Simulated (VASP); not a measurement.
# Bi in VASP: settings compared

Bi is run at these levels: LDA, r2SCAN+rVV10, b88 exchange, pbe correlation, PBE; tasks: single point.

Everything below comes from runs of VASP 6.6.1. Logs are shortened: lines on timing, memory, paths and dates and some standing lists are left out, and cuts for length are marked.

### 1 The cell of the first run

It takes space group R-3m (No. 166, trigonal). The conventional cell has a = 4.535 Å, b = 4.535 Å, c = 11.814 Å, α = 90.00°, β = 90.00°, γ = 120.00°. Bi (site symmetry 3m) has 6 Bi at 3.06 to 3.52 Å within 4.0 Å.

### 2 Single point, LDA

Contents of INCAR:

```
PREC = Accurate
ENCUT = 520
EDIFF = 1E-7
ISMEAR = -1
SIGMA = 0.05
LREAL = False
LASPH = True
NELM = 60
ALGO = Normal
ISIF = 2
LWAVE = False
LCHARG = True
GGA = CA
LELF = True
LVHAR = True
NBANDS = 22
```

Contents of KPOINTS:

```
Automatic mesh
0
Gamma
  7 7 7
```

Contents of POSCAR:

```
Bi
1.0
    2.2675000000      1.3091417354      3.9380000000
   -2.2675000000      1.3091417354      3.9380000000
    0.0000000000     -2.6182834708      3.9380000000
Bi
2
Direct
    0.7660000000      0.7660000000      0.7660000000
    0.2340000000      0.2340000000      0.2340000000
```

Potentials or basis: VASP PAW LDA potentials, release 64 (Bi_d).

On the command line:

```
$ cat potpaw_LDA.64/Bi_d/POTCAR > POTCAR
$ mpirun -np 1 vasp_std > vasp.out
```

OUTCAR:

```text
PREC = Accurate
   ENCUT = 520
   EDIFF = 1E-7
   ISMEAR = -1
   LREAL = False
   LASPH = True
   NELM = 60
   ISIF = 2
   GGA = CA

 ion  position               nearest neighbor table
   1  0.766  0.766  0.766-   2 3.06   2 3.06   2 3.06   2 3.52   2 3.52   2 3.52
   2  0.234  0.234  0.234-   1 3.06   1 3.06   1 3.06   1 3.52   1 3.52   1 3.52

  LATTYP: Found a trigonal (rhomboedric) cell.
 ALAT       =     4.7289800521
 COS(alpha) =     0.5401781303

  Lattice vectors:

 A1 = (   2.2675000000,   1.3091417354,   3.9380000000)
 A2 = (  -2.2675000000,   1.3091417354,   3.9380000000)
 A3 = (   0.0000000000,  -2.6182834708,   3.9380000000)

Analysis of symmetry for initial positions (statically):
=====================================================================
 Subroutine PRICEL returns:
 Original cell was already a primitive cell.

 Routine SETGRP: Setting up the symmetry group for a
 trigonal (rhombohedral) supercell.

 Subroutine GETGRP returns: Found 12 space group operations
 (whereof 12 operations were pure point group operations)
 out of a pool of 12 trial point group operations.

The static configuration has the point symmetry D_3d.

Analysis of symmetry for dynamics (positions and initial velocities):
=====================================================================
 Subroutine PRICEL returns:
 Original cell was already a primitive cell.

 Routine SETGRP: Setting up the symmetry group for a
 trigonal (rhombohedral) supercell.

 Subroutine GETGRP returns: Found 12 space group operations
 (whereof 12 operations were pure point group operations)
 out of a pool of 12 trial point group operations.

The dynamic configuration has the point symmetry D_3d.

 Subroutine INISYM returns: Found 12 space group operations
 (whereof 12 operations are pure point group operations),
 and found     1 'primitive' translations

----------------------------------------------------------------------------------------

                                     Primitive cell

  volume of cell :      70.1392

  direct lattice vectors                    reciprocal lattice vectors
     2.267500000  1.309141735  3.938000000     0.220507166  0.127309872  0.084645336
[... 77 lines left out ...]
   PREC   = accura    normal or accurate (medium, high low for compatibility)
   ISTART =      0    job   : 0-new  1-cont  2-samecut
   ICHARG =      2    charge: 1-file 2-atom 10-const
   ISPIN  =      1    spin polarized calculation?
   LNONCOLLINEAR =      F non collinear calculations
   LSORBIT =      F    spin-orbit coupling
   LASPH  =      T    aspherical Exc in radial PAW
   ENCUT  =  520.0 eV  38.22 Ry    6.18 a.u.   8.79  8.79  8.79*2*pi/ulx,y,z
   NELM   =     60;   NELMIN=  2; NELMDL= -5     # of ELM steps
   EDIFF  = 0.1E-06   stopping-criterion for ELM
   LREAL  =      F    real-space projection
   EDIFFG = 0.1E-05   stopping-criterion for IOM
   NSW    =      0    number of steps for IOM
   IBRION =     -1    ionic relax: 0-MD 1-quasi-New 2-CG
   NFREE  =      0    steps in history (QN), initial steepest desc. (CG)
   ISIF   =      2    stress and relaxation
   ISYM   =      2    0-nonsym 1-usesym 2-fastsym
   POTIM  = 0.5000    time-step for ionic-motion
   TEBEG  =    0.0;   TEEND  =   0.0 temperature during run
   PSTRESS=    0.0 pullay stress
   NELECT =      30.0000    total number of electrons
   NUPDOWN=      -1.0000    fix difference up-down
   EMIN   =  10.00;   EMAX   =-10.00  energy-range for DOS
   EFERMI =   0.00;   METHOD = LEGACY
   ISMEAR =    -1;   SIGMA  =   0.05  broadening in eV -4-tet -1-fermi 0-gaus
   EFERMI_NEDOS =   21; number of points for ismear=-14 and -15
   IALGO  =     38    algorithm
   IMIX   =      4    mixing-type and parameters
     AMIX     =   0.40;   BMIX     =  1.00
     AMIX_MAG =   1.60;   BMIX_MAG =  1.00
  volume/ion in A,a.u.               =      35.07       236.66
  Fermi-wavevector in a.u.,A,eV,Ry     =   1.233469  2.330919 20.700530  1.521446
  Thomas-Fermi vector in A             =   2.368198
   LORBIT       =      0    0 simple, 1 ext, 2 COOP (PROOUT), +10 PAW based schemes
   GGA     = CA    functional components
   LHFCALC =     F    Hartree Fock is set to
   AEXX    =    0.0000 exact exchange contribution
   IVDW    =     0    specifies the selected vdW correction
   LEPSILON=     F    determine dielectric tensor
   LRPA    =     F    only Hartree local field effects (RPA)
 non-spin polarized calculation
  energy-cutoff  :      520.00
  volume of cell :       70.14
 maximum number of plane-waves:      1911
   NGX = 17   NGY = 17   NGZ = 17

 number of electron      30.0000003 magnetization

 Free energy of the ion-electron system (eV)
  ---------------------------------------------------
  ext. energy  EPLUGINS =         0.00000000
  ---------------------------------------------------
  free energy    TOTEN  =        -9.13341039 eV

  energy without entropy =       -9.13207220  energy(sigma->0) =       -9.13274130

 E-fermi :   6.0170     XC(G=0):  -9.8141

 val. band max:        5.8609109086   @ k =   0.4286   0.2857   0.2857
 cond. band min:       6.1311207781   @ k =   0.4286  -0.0000   0.0000
 fundamental gap:      0.2702098695
 Fermi energy:         6.0169730482

 k-point     1 :       0.0000    0.0000    0.0000
  band No.  band energies     occupation
      1     -16.7650      2.00000
      2     -16.7650      2.00000
      3     -16.6083      2.00000
      4     -16.6083      2.00000
      5     -16.5925      2.00000
      6     -16.4205      2.00000
[... 589 lines left out ...]
     21      14.2994      0.00000
     22      15.0745      0.00000

 [... further k-points ...]

------------------------ aborting loop because EDIFF is reached ----------------------------------------

  FORCE on cell =-STRESS in cart. coord.  units (eV):
  Direction    XX          YY          ZZ          XY          YZ          ZX
  --------------------------------------------------------------------------------------
  -------------------------------------------------------------------------------------
  Total       -0.6342309     -0.6342309     -0.7109815      0.0000000      0.0000000      0.0000000
  in kB      -14.4876210    -14.4876210    -16.2408205      0.0000000      0.0000000      0.0000000
  external PRESSURE =     -15.0720208 kB  Pullay stress =       0.0000000 kB

 VOLUME and BASIS-vectors are now :
 -----------------------------------------------------------------------------
  energy-cutoff  :      520.00
  volume of cell :       70.14
      direct lattice vectors                 reciprocal lattice vectors
     2.267500000  1.309141735  3.938000000     0.220507166  0.127309872  0.084645336
    -2.267500000  1.309141735  3.938000000    -0.220507166  0.127309872  0.084645336
     0.000000000 -2.618283471  3.938000000     0.000000000 -0.254619744  0.084645336

 POSITION                                       TOTAL-FORCE (eV/Angst)
 -----------------------------------------------------------------------------------
      0.00000      0.00000      9.04952         0.000000     -0.000000     -0.068772
      0.00000      0.00000      2.76448         0.000000      0.000000      0.068772
 -----------------------------------------------------------------------------------
    total drift:                               -0.000000      0.000000     -0.000000

  FREE ENERGIE OF THE ION-ELECTRON SYSTEM (eV)
  ---------------------------------------------------
  free  energy   TOTEN  =        -9.1334103865 eV

  energy  without entropy=       -9.1320722036  energy(sigma->0) =       -9.13274130
```

stdout:

```text
POSCAR found type information on POSCAR Bi
 POSCAR found :  1 types and       2 ions
 scaLAPACK will be used
 LDA part: xc-table for (Slater(with rela. corr.)+CA(PZ))
 , standard interpolation
 POSCAR, INCAR and KPOINTS ok, starting setup
 FFT: planning ... GRIDC
 FFT: planning ... GRID_SOFT
 FFT: planning ... GRID
 WAVECAR not read
 entering main loop
```

Wall time 68 s (1 thread of Intel Xeon 8259CL, shared host); peak memory 0.2 GiB.

What came out:

```
Free energy   : -9.1334 eV
Pressure      : -1.5 GPa
Largest force : 0.069 eV/Å
```

Forces in eV/Å, atoms in the order of the input:
```
Bi   0.000  0.000 -0.069
Bi   0.000  0.000  0.069
```

Caveat: spin-orbit coupling is left out, which moves the levels of the heavy elements.

### 3 Single point, r2SCAN+rVV10

POSCAR is that of step 2.

Contents of INCAR.step1:

```
PREC     = Accurate       # precision mode
ENCUT    = 520            # plane-wave cutoff, eV
ISMEAR   = -1             # smearing method
SIGMA    = 0.01           # smearing width, eV
LREAL    = F              # projectors in reciprocal space
LASPH    = T              # aspherical terms in the spheres
NELM     = 100            # most SCF steps
NBANDS   = 22             # bands
GGA      = PE             # functional
ALGO     = Normal         # electronic algorithm
EDIFF    = 1E-4           # SCF threshold, eV
LWAVE    = T              # write WAVECAR
LCHARG   = F              # write CHGCAR
```

Contents of INCAR.step2:

```
PREC     = Accurate       # precision mode
ENCUT    = 520            # plane-wave cutoff, eV
EDIFF    = 1E-6           # SCF threshold, eV
ISMEAR   = -1             # smearing method
SIGMA    = 0.01           # smearing width, eV
LREAL    = F              # projectors in reciprocal space
LASPH    = T              # aspherical terms in the spheres
NELM     = 100            # most SCF steps
ALGO     = Normal         # electronic algorithm
ISIF     = 2              # what is computed and relaxed
LWAVE    = F              # write WAVECAR
LCHARG   = F              # write CHGCAR
METAGGA  = R2SCAN         # meta-GGA
LMIXTAU  = T            
LUSE_VDW = T            
IVDW_NL  = 2            
BPARAM   = 11.95        
CPARAM   = 0.0093       
NBANDS   = 22             # bands
ISTART   = 1
```

Contents of KPOINTS:

```
regular mesh
0
Gamma
  7 7 7
```

Potentials or basis: VASP PAW PBE potentials, release 64 (Bi_d).

On the command line:

```
$ cat potpaw_PBE.64/Bi_d/POTCAR > POTCAR
$ cp INCAR.step1 INCAR
$ mpirun -np 1 vasp_std > vasp.out
$ cp INCAR.step2 INCAR
$ mpirun -np 1 vasp_std > vasp.out
```

It took 9 min on 1 thread of Intel Xeon 8259CL, shared host; peak memory 0.41 GiB.

It converged, with:

| Property | Result |
| --- | --- |
| Free energy | -116.2066 eV |
| Pressure | 0.4 GPa |
| Largest force | 0.052 eV/Å |

Forces in eV/Å, atoms in the order of the input:
```
Bi   0.000  0.000 -0.052
Bi   0.000  0.000  0.052
```

Stress tensor (GPa, compression positive):
```
0.32 0.00 0.00
0.00 0.32 0.00
0.00 0.00 0.46
```

Levels at points of the mesh, in eV from the Fermi level:
```
           k point  band 11  band 12  band 13  band 14  band 15  band 16  band 17  band 18  band 19  band 20
(0.00, 0.00, 0.00)   -13.68    -7.55    -1.59    -1.35    -1.35     2.63     3.13     3.13     6.09     6.20
```

Caveat: the PAW data sets were made with another functional, which shifts forces and pressure a little; spin-orbit coupling is left out, which moves the levels of the heavy elements.

(Continued in part 2 of 2.)
